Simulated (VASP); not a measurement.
A run of VASP 6.6.1:

INCAR

```
SYSTEM = Li15S8
PREC = Accurate ; ENCUT = 520
EDIFF = 1E-7 ; ISMEAR = -1
SIGMA = 0.05 ; LREAL = Auto
LASPH = .True. ; NELM = 100
ALGO = Normal ; ISIF = 2
LWAVE = .False. ; LCHARG = .False.
GGA = PE ; NELECT = 94.0
NBANDS = 64
```

Contents of KPOINTS:

```
regular mesh
0
Gamma
  2 2 2
  0 0 0
```

Contents of POSCAR:

```
Li15S8
1.0
    0.0000000000      5.7080000000      5.7080000000
    5.7080000000      0.0000000000      5.7080000000
    5.7080000000      5.7080000000      0.0000000000
Li S
15 8
Direct
    0.1349421864      0.1132182901      0.1170550105
    0.1591187807      0.1899702172      0.6058952348
    0.3627978276      0.4149877365      0.9093465312
    0.1436405046      0.6031885074      0.1336720392
    0.3478363700      0.9098545900      0.3871145760
    0.1813156973      0.6222056762      0.5299491941
    0.4090925018      0.8611247372      0.8500525578
    0.5655921514      0.1848633497      0.1832515767
    0.8526541696      0.3792834618      0.3649001402
    0.5538892782      0.1439383322      0.6660826910
    0.9192799580      0.3738349685      0.8272687456
    0.5727487737      0.6629905396      0.1301068676
    0.8805010512      0.9117379117      0.3202697968
    0.6143132446      0.6401016118      0.6239488437
    0.9122897687      0.8677032235      0.8739400841
    0.0476962158     -0.0460143658     -0.0106779958
   -0.0092414156      0.0040206727      0.4912841626
   -0.0235371409      0.4866415557      0.0068062369
   -0.0189733707      0.5174141556      0.4850035039
    0.5167659425      0.0174316748      0.0367379117
    0.4797039243     -0.0077347582      0.5280746321
    0.4971005606      0.5038279608      0.0148826209
    0.5096618781      0.5042484233      0.5227137351
```

Potentials or basis: VASP PAW PBE potentials, release 64 (Li_sv, S).

The run is started by

```console
$ cat potpaw_PBE.64/Li_sv/POTCAR potpaw_PBE.64/S/POTCAR > POTCAR
$ mpirun -np 1 vasp_std > vasp.out
```

Hardware: 1 thread of Intel(R) Xeon(R) Platinum 8488C (Sapphire Rapids), on a shared host.

Question: Estimate the wall time of this run.

Answer: It took 4.9 min on 1 thread of Intel(R) Xeon(R) Platinum 8488C (Sapphire Rapids) (shared host), peak memory 0.5 GiB. Counts: scf iterations 17, k points 8.
